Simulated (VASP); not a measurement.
Here is a VASP 6.6.1 calculation.

The input INCAR:

```
  PREC = Accurate
  ENCUT = 520
  EDIFF = 1E-7
  ISMEAR = 0
  SIGMA = 0.05
  LREAL = False
  LASPH = True
  NELM = 100
  ALGO = Normal
  ISIF = 2
  LWAVE = False
  LCHARG = False
  GGA = PE
  NBANDS = 26
```

Contents of KPOINTS:

```
Automatic mesh
0
Gamma
  6 6 6
```

POSCAR

```
MgO
1.0
    4.0445356220     -0.0203413844      0.0515119352
    0.0203413844     -4.0486691921     -0.0290653727
   -0.0515119352     -0.0290653727     -4.4752378774
Mg O
4 4
Direct
   -0.0557584098      0.0454145806      0.0055105654
    0.5561391131      0.4625074122     -0.0569392528
    0.5101012682     -0.0029108587      0.5715001770
    0.0025711788      0.4951507141      0.3969959936
    0.5607950639      0.0537567432     -0.1131727832
   -0.0400169475      0.4712423812      0.1154006973
    0.0327253237      0.0254213429      0.5342620998
    0.4334434096      0.4494176846      0.5464425029
```

Potentials or basis: VASP PAW PBE potentials, release 64 (Mg, O).

Launch:

```bash
$ cat potpaw_PBE.64/Mg/POTCAR potpaw_PBE.64/O/POTCAR > POTCAR
$ mpirun -np 1 vasp_std > vasp.out
```

What does it give for the pressure?

106.3 GPa.

Predict the band gap on the k mesh.

3.22 eV (least direct gap 3.24 eV).

Estimate the largest force.

46.687 eV/Å.

Stress tensor (GPa, compression positive):
```
 56.20   1.46 -43.64
  1.46  53.60  18.73
-43.64  18.73 209.15
```

Caveat: the cell differs from its parent crystal (atoms moved at random and the cell strained at random); atoms lie so close that the PAW spheres overlap strongly, which falsifies energies and pressures; the stress differs along the axes, from 54 to 209 GPa; forces of over 1 eV/Å act on the atoms, so gaps and moduli don't describe the material at rest. A k mesh can miss the band edges.
